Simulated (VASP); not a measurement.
A run of VASP 6.6.1 is set up as follows.

Contents of INCAR:

```
SYSTEM = Al
PREC = Accurate
ENCUT = 500
EDIFF = 1E-6
ISMEAR = 1
SIGMA = 0.1
LREAL = .False.
LASPH = .True.
NELM = 120
ALGO = Normal
ISIF = 2
LWAVE = .False.
LCHARG = .False.
GGA = PS
NBANDS = 8
GGA_COMPAT = .False.
```

The input KPOINTS:

```
Automatic mesh
0
Gamma
  18 18 18
  0 0 0
```

Contents of POSCAR:

```
Al
1.0
    0.0000000000      2.0079138384      2.0079138384
    2.0079138384      0.0000000000      2.0079138384
    2.0079138384      2.0079138384      0.0000000000
Al
1
Direct
    0.0000000000      0.0000000000      0.0000000000
```

Potentials or basis: VASP PAW PBE potentials, release 64 (Al).

The run is started by

```sh
$ cat potpaw_PBE.64/Al/POTCAR > POTCAR
$ mpirun -np 1 vasp_std > vasp.out
```

(1) Predict the pressure.

(2) Estimate the band gap on the k mesh.

Answers

(1) 0.0 GPa.

(2) zero (an odd number of electrons rules out a gap without spin polarisation).

Caveat: the PAW data sets were made with another functional, which shifts forces and pressure a little.
